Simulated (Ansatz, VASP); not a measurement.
## PtSe2 in VASP and in Ansatz

File INCAR:

```
ALGO     = Normal         # electronic algorithm
DIPOL    = 0.5 0.5 0.391
EDIFF    = 1E-6           # SCF threshold, eV
ENCUT    = 520            # plane-wave cutoff, eV
GGA      = PE             # functional
IDIPOL   = 3            
ISIF     = 2              # what is computed and relaxed
ISMEAR   = 0              # smearing method
IVDW     = 12             # dispersion correction
LASPH    = True           # aspherical terms in the spheres
LCHARG   = True           # write CHGCAR
LDIPOL   = True         
LELF     = True           # ELF
LREAL    = False          # projectors in reciprocal space
LVACPOTAV= True         
LVHAR    = True         
LWAVE    = False          # write WAVECAR
NBANDS   = 31             # bands
NELM     = 80             # most SCF steps
PREC     = Accurate       # precision mode
SIGMA    = 0.05           # smearing width, eV
```

The input KPOINTS:

```
k-points
0
Gamma
  9 9 1
```

POSCAR

```
PtSe2
1.0
    3.7070358307      0.0000000000      0.0000000000
   -1.8535179153      3.2103872021      0.0000000000
    0.0000000000      0.0000000000     22.7981611688
Se Pt
4 2
Direct
    0.6666666667      0.3333333333      0.1973843402
    0.3333333333      0.6666666667      0.3135814565
    0.3333333333      0.8333333333      0.4675412418
    0.0000000000      1.1666666667      0.5837383581
    0.0000000000      0.0000000000      0.2554828983
   -0.3333333333      0.5000000000      0.5256398000
```

Input for Ansatz:

```yaml
crystal:
  lattice:
    - [3.7070358307, 0.0, 0.0]
    - [-1.8535179153, 3.2103872021, 0.0]
    - [0.0, 0.0, 22.7981611688]
  atoms:
    - { symbol: Se, position: [0.6666666667, 0.3333333333, 0.1973843402] }
    - { symbol: Pt, position: [0.0, 0.0, 0.2554828983] }
    - { symbol: Se, position: [0.3333333333, 0.6666666667, 0.3135814565] }
    - { symbol: Se, position: [0.3333333333, 0.8333333333, 0.4675412418] }
    - { symbol: Pt, position: [-0.3333333333, 0.5, 0.5256398] }
    - { symbol: Se, position: [0.0, 1.1666666667, 0.5837383581] }
basis:
  ecutwfc: 420
kpoints:
  mp_grid: { grid: [9, 9, 1] }
hamiltonian:
  xc: pbe
  pseudopotentials: { kind: paw, azcp: { folder: soft_1 } }
  dispersion: d3bj
scf:
  occupations: { method: gaussian, width: 0.05 }
output:
  forces: true
  eigenvalues: true
efield:
  axis: 3
  dipole_correction: true
  ramp_width: 0.04
```

Alike in both runs: task single point; functional PBE; dispersion D3(BJ); k mesh 9 × 9 × 1; occupations gaussian, width 0.05 eV; no spin polarisation.

|  | VASP | Ansatz |
| --- | --- | --- |
| version | VASP 6.6.1 | Ansatz 0.2.0 |
| potentials or method | VASP PAW PBE potentials, release 64 (Se, Pt), cutoff 520 eV | scalar-relativistic, plane waves, PAW |
| valence electrons in the cell | 44 | 100 |

Ansatz gave:

| Property | Result |
| --- | --- |
| gap on the k mesh at the Fermi level (eV) | 0.86 |
| least direct gap on the mesh (eV) | 1.05 |
| rms of the force components (eV/Å) | 0.022 |

**Question.** What did VASP give for the same quantities?

**Answer.** gap on the k mesh at the Fermi level (eV): 0.85; least direct gap on the mesh (eV): 1.04; rms of the force components (eV/Å): 0.022.

VASP's potentials hold 44 valence electrons a cell and Ansatz's 100, so a difference there can come from the potentials and not from the codes.

Neither program's run includes spin-orbit coupling.
